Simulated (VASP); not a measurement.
# NaH (P6_3/mmc) in VASP: settings compared, part 2 of 2

VASP 6.6.1.

### 4 Single point, PBE-based screened hybrid with 100 % exact exchange

POSCAR reads:

```
NaH
1.0
    3.9532815480      0.0000000000      0.0000000000
   -1.9766407740      3.4236422489      0.0000000000
    0.0000000000      0.0000000000      4.8282923038
Na H
2 2
Direct
    0.3333333333      0.6666666667     -0.0624996820
    0.6666666667      0.3333333333      0.4375003180
    0.3333333333      0.6666666667      0.4374996820
    0.6666666667      0.3333333333      0.9374996820
```

INCAR.step1 reads:

```
SYSTEM = NaH
  PREC = Accurate
  ENCUT = 520
  EDIFF = 1E-5
  ISMEAR = 0
  SIGMA = 0.01
  LREAL = .False.
  LASPH = .True.
  NELM = 100
  ALGO = Normal
  ISIF = 2
  LWAVE = .True.
  LCHARG = .False.
  GGA = PE
  NBANDS = 16
```

INCAR.step2 reads:

```
SYSTEM = NaH
  PREC = Accurate
  ENCUT = 520
  EDIFF = 1E-6
  ISMEAR = 0
  SIGMA = 0.01
  LREAL = .False.
  LASPH = .True.
  NELM = 100
  ALGO = Normal
  ISIF = 2
  LWAVE = .False.
  LCHARG = .False.
  GGA = PE
  LHFCALC = .True.
  AEXX = 1.0
  HFSCREEN = 0.2078
  PRECFOCK = Normal
  ISTART = 1
  NBANDS = 16
  ALDAC = 1.0
  AGGAC = 1.0
```

KPOINTS reads:

```
Automatic mesh
0
Gamma
  6 6 2
  0 0 0
```

Potentials or basis: VASP PAW PBE potentials, release 64 (Na_pv, H).

Command:

```bash
> cat potpaw_PBE.64/Na_pv/POTCAR potpaw_PBE.64/H/POTCAR > POTCAR
> cp INCAR.step1 INCAR
> mpirun -np 1 vasp_std > vasp.out
> cp INCAR.step2 INCAR
> mpirun -np 1 vasp_std > vasp.out
```

OUTCAR:

```text
SYSTEM = NaH
   PREC = Accurate
   ENCUT = 520
   EDIFF = 1E-6
   ISMEAR = 0
   LREAL = .False.
   LASPH = .True.
   NELM = 100
   ISIF = 2
   GGA = PE
   LHFCALC = .True.
   AEXX = 1.0
   HFSCREEN = 0.2078
   PRECFOCK = Normal
   ISTART = 1

 ion  position               nearest neighbor table
   1  0.333  0.667  0.938-
   2  0.667  0.333  0.438-
   3  0.333  0.667  0.437-
   4  0.667  0.333  0.937-

  LATTYP: Found a hexagonal cell.
 ALAT       =     3.9532815480
 C/A-ratio  =     1.2213378291

  Lattice vectors:

 A1 = (   3.9532815480,   0.0000000000,   0.0000000000)
 A2 = (  -1.9766407740,   3.4236422489,   0.0000000000)
 A3 = (   0.0000000000,   0.0000000000,   4.8282923038)

Analysis of symmetry for initial positions (statically):
=====================================================================
 Subroutine PRICEL returns:
 Original cell was already a primitive cell.

 Routine SETGRP: Setting up the symmetry group for a
 hexagonal supercell.

 Subroutine GETGRP returns: Found 24 space group operations
 (whereof  6 operations were pure point group operations)
 out of a pool of 24 trial point group operations.

The static configuration has the point symmetry C_3v.
 The point group associated with its full space group is D_6h.

Analysis of symmetry for dynamics (positions and initial velocities):
=====================================================================
 Subroutine PRICEL returns:
 Original cell was already a primitive cell.

 Routine SETGRP: Setting up the symmetry group for a
 hexagonal supercell.

 Subroutine GETGRP returns: Found 24 space group operations
 (whereof  6 operations were pure point group operations)
[... 119 lines left out ...]
  Thomas-Fermi vector in A             =   2.157933
   LORBIT       =      0    0 simple, 1 ext, 2 COOP (PROOUT), +10 PAW based schemes
   GGA     = PE    functional components
   LHFCALC =     T    Hartree Fock is set to
   PRECFOCK=normal    Normal, Fast or Accurate (Low or Medium for compatibility)
   ENCUT4O =  -1.0   cutoff for four orbital integrals eV
   NKREDX  =     1    reduce k-point grid by
   NKREDY  =     1    reduce k-point grid by
   NKREDZ  =     1    reduce k-point grid by
   AEXX    =    1.0000 exact exchange contribution
   HFSCREEN=    0.2078 screening length (either q_TF or 0.3 A-1)
   HFSCREENC=   0.2078 screening length for correlation (either q_TF or 0.3 A-1)
   ENCUTFOCK=  -1.0 apply spherical cutoff to Coloumb kernel
   IVDW    =     0    specifies the selected vdW correction
   LEPSILON=     F    determine dielectric tensor
   LRPA    =     F    only Hartree local field effects (RPA)
 non-spin polarized calculation
 Gauss-broadening in eV      SIGMA  =   0.01
  energy-cutoff  :      520.00
  volume of cell :       65.35
 maximum number of plane-waves:      1794
 NGX is ok and might be reduce to    30
  NGX = 24; NGY = 24; NGZ = 28

 number of electron      16.0000024 magnetization

 Free energy of the ion-electron system (eV)
  ---------------------------------------------------
  ext. energy  EPLUGINS =         0.00000000
  ---------------------------------------------------
  free energy    TOTEN  =       -15.79593213 eV

  energy without entropy =      -15.79593213  energy(sigma->0) =      -15.79593213

 E-fermi :  -4.4066     XC(G=0):  -2.6559

 val. band max:       -4.5003866257   @ k =   0.1667   0.0000   0.0000
 cond. band min:       2.7581329920   @ k =   0.3333   0.3333   0.0000
 fundamental gap:      7.2585196177
 Fermi energy:        -4.4065823522

 k-point     1 :       0.0000    0.0000    0.0000
  band No.  band energies     occupation
      1     -35.9549      2.00000
      2     -35.9289      2.00000
      3     -35.9289      2.00000
      4     -35.9090      2.00000
      5     -35.9090      2.00000
      6     -35.8926      2.00000
[... 243 lines left out ...]
      3     -35.9260      2.00000
      4     -35.9260      2.00000
      5     -35.8989      2.00000
      6     -35.8989      2.00000
[... 8 lines left out ...]
     15      15.9240      0.00000
     16      15.9240      0.00000

------------------------ aborting loop because EDIFF is reached ----------------------------------------

  FORCE on cell =-STRESS in cart. coord.  units (eV):
  Direction    XX          YY          ZZ          XY          YZ          ZX
  --------------------------------------------------------------------------------------
  -------------------------------------------------------------------------------------
  Total       -0.1714138     -0.1714138     -0.4014849      0.0000000      0.0000000      0.0000000
  in kB       -4.2025862     -4.2025862     -9.8432857      0.0000000      0.0000000      0.0000000
  external PRESSURE =      -6.0828194 kB  Pullay stress =       0.0000000 kB

 VOLUME and BASIS-vectors are now :
 -----------------------------------------------------------------------------
  energy-cutoff  :      520.00
  volume of cell :       65.35
      direct lattice vectors                 reciprocal lattice vectors
     3.953281548  0.000000000  0.000000000     0.252954410  0.146043296  0.000000000
    -1.976640774  3.423642249  0.000000000     0.000000000  0.292086593  0.000000000
     0.000000000  0.000000000  4.828292304     0.000000000  0.000000000  0.207112564

 POSITION                                       TOTAL-FORCE (eV/Angst)
 -----------------------------------------------------------------------------------
     -0.00000      2.28243      4.52653        -0.000000     -0.000000     -0.000000
      1.97664      1.14121      2.11238         0.000000      0.000000     -0.000000
     -0.00000      2.28243      2.11238         0.000000     -0.000000      0.000000
      1.97664      1.14121      4.52652         0.000000      0.000000      0.000000
 -----------------------------------------------------------------------------------
    total drift:                                0.000000     -0.000000      0.000146

  FREE ENERGIE OF THE ION-ELECTRON SYSTEM (eV)
  ---------------------------------------------------
  free  energy   TOTEN  =       -15.7959321277 eV

  energy  without entropy=      -15.7959321277  energy(sigma->0) =      -15.79593213
```

OUTCAR.step1:

```text
SYSTEM = NaH
   PREC = Accurate
   ENCUT = 520
   EDIFF = 1E-5
   ISMEAR = 0
   LREAL = .False.
   LASPH = .True.
   NELM = 100
[... 484 lines left out ...]
      1.97664      1.14121      2.11238        -0.000000      0.000000      0.000000
     -0.00000      2.28243      2.11238         0.000000      0.000000     -0.000000
      1.97664      1.14121      4.52652         0.000000      0.000000     -0.000000
 -----------------------------------------------------------------------------------
    total drift:                               -0.000000      0.000000      0.000244

  FREE ENERGIE OF THE ION-ELECTRON SYSTEM (eV)
  ---------------------------------------------------
  free  energy   TOTEN  =       -10.0729096316 eV

  energy  without entropy=      -10.0729096316  energy(sigma->0) =      -10.07290963
```

OSZICAR.step1:

```text
N       E                     dE             d eps       ncg     rms          rms(c)
DAV:   1     0.117068885166E+03    0.11707E+03   -0.85176E+03   448   0.103E+03
DAV:   2    -0.480756627087E+01   -0.12188E+03   -0.11741E+03   464   0.304E+02
DAV:   3    -0.110482136136E+02   -0.62406E+01   -0.62242E+01   592   0.725E+01
DAV:   4    -0.111287213795E+02   -0.80508E-01   -0.80505E-01   480   0.902E+00
DAV:   5    -0.111300834351E+02   -0.13621E-02   -0.13621E-02   616   0.117E+00    0.488E+00
DAV:   6    -0.102718233101E+02    0.85826E+00   -0.33604E-01   608   0.368E+00    0.224E+00
DAV:   7    -0.100501843813E+02    0.22164E+00   -0.44445E-01   560   0.292E+00    0.564E-01
DAV:   8    -0.100721380602E+02   -0.21954E-01   -0.33955E-02   464   0.153E+00    0.148E-01
DAV:   9    -0.100728836367E+02   -0.74558E-03   -0.52598E-03   480   0.630E-01    0.480E-02
DAV:  10    -0.100728298849E+02    0.53752E-04   -0.29033E-04   512   0.116E-01    0.148E-02
DAV:  11    -0.100729155036E+02   -0.85619E-04   -0.87197E-05   456   0.506E-02    0.166E-02
DAV:  12    -0.100729096316E+02    0.58720E-05   -0.81067E-06   528   0.169E-02
   1 F= -.10072910E+02 E0= -.10072910E+02  d E =-.491133E-37
```

It took 19 min on 1 thread of Intel Xeon Platinum 8375C at 2.90GHz (Ice Lake), shared host; peak memory 0.28 GiB.

Results:

| Item | Value |
| --- | --- |
| Free energy | -15.7959 eV |
| Pressure | -0.6 GPa |
| Band gap on the k mesh | 7.26 eV (least direct gap 8.38 eV) |

Stress tensor (GPa, compression positive):
```
-0.42  0.00  0.00
 0.00 -0.42  0.00
 0.00  0.00 -0.98
```

Caveat: the k points lie up to 0.65 Å⁻¹ apart; the structure was generated, so it needn't be the stable form of NaH; the PAW data sets were made with another functional, which shifts forces and pressure a little. A k mesh can miss the band edges.

### 5 The runs side by side

| level | share of exact exchange | screening parameter | gap on the mesh (eV) | pressure (GPa) |
| --- | --- | --- | --- | --- |
| HSE06 | 0.25 | 0.2079 1/Å | 4.27 | 0.1 |
| PBE-based screened hybrid with 15 % exact exchange | 0.15 | 0.5 1/Å | 3.58 | 0.2 |
| PBE-based screened hybrid with 100 % exact exchange | 1 | 0.2078 1/Å | 7.26 | -0.6 |

Alike in all rows: task single point; potentials or basis VASP PAW PBE potentials, release 64 (Na_pv, H); no spin polarisation; cell as given; k mesh 6 × 6 × 2; cutoff (eV) 520; smearing gaussian 0.01 eV.

Caveats: all runs use coarse meshes; the structure was generated, so it needn't be the stable form of NaH; the PAW data sets were made with another functional, which shifts forces and pressure a little.

Total energies depend on the potentials used, so only differences within one code and one set of settings carry meaning.
